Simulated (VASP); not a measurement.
Here is a VASP 6.6.1 calculation.

File INCAR:

```
PREC = Accurate
ENCUT = 520
EDIFF = 1E-8
ISMEAR = -1
SIGMA = 0.05
LREAL = F
LASPH = T
NELM = 60
ALGO = Normal
ISIF = 2
LWAVE = F
LCHARG = F
GGA = PS
LEFG = T
NBANDS = 18
```

File KPOINTS:

```
regular mesh
0
Gamma
  12 12 12
```

File POSCAR:

```
Yb
1.0
   -2.1514830000      2.1514830000      2.1514830000
    2.1514830000     -2.1514830000      2.1514830000
    2.1514830000      2.1514830000     -2.1514830000
Yb
1
Direct
    0.0000000000      0.0000000000      0.0000000000
```

Potentials or basis: VASP PAW PBE potentials, release 64 (Yb).

Launch:

```bash
$ cat potpaw_PBE.64/Yb/POTCAR > POTCAR
$ mpirun -np 1 vasp_std > vasp.out
```

Question: Estimate the pressure.

Answer: -3.7 GPa.

Question: Predict the band gap on the k mesh.

Answer: Zero (band 12 reaches 1.49 eV, above the bottom of band 13 at 0.85 eV).

Caveat: without QUAD_EFG the Cq values of the log hold for a quadrupole moment of 1 mb, not for the nuclei; the PAW data sets were made with another functional, which shifts forces and pressure a little; spin-orbit coupling is left out, which moves the levels of the heavy elements. Spin polarisation is off, so any magnetic state and its effect on volume and gap are missing.
